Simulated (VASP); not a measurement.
## Ge: single point with LDA

Crystal: Ge.

```xyz
1
Lattice="-1.6912 1.6912 1.6912 1.6912 -1.6912 1.6912 1.6912 1.6912 -1.6912" Properties=species:S:1:pos:R:3 pbc="T T T"
Ge    0.0000    0.0000    0.0000
```

This isn't the form of Ge at room conditions, which is diamond.

```json
{
  "Program": "VASP 6.6.1",
  "Task": "single point",
  "Functional": "LDA",
  "Potentials or basis": "VASP PAW LDA potentials, release 64 (Ge_d)",
  "Cutoff": "520 eV",
  "k mesh": "15 × 15 × 15",
  "Occupations": "fermi-dirac, width 0.1 eV",
  "Spin": "no spin polarisation"
}
```

```
Pressure               : -5.2 GPa
Band gap on the k mesh : zero (bands 7 and 8 overlap by 11.65 eV)
```

Levels at points of the mesh, in eV from the Fermi level:
```
           k point  band 3  band 4  band 5  band 6  band 7  band 8  band 9  band 10  band 11  band 12
(0.00, 0.00, 0.00)  -24.82  -24.74  -24.74  -12.94    8.77    8.77    8.77    14.83    14.83    14.83
```

Run time: 11 s on 1 thread of Intel(R) Xeon(R) Platinum 8488C (Sapphire Rapids) (shared host), peak memory 0.14 GiB.

Caveat: the cell stands under tension.
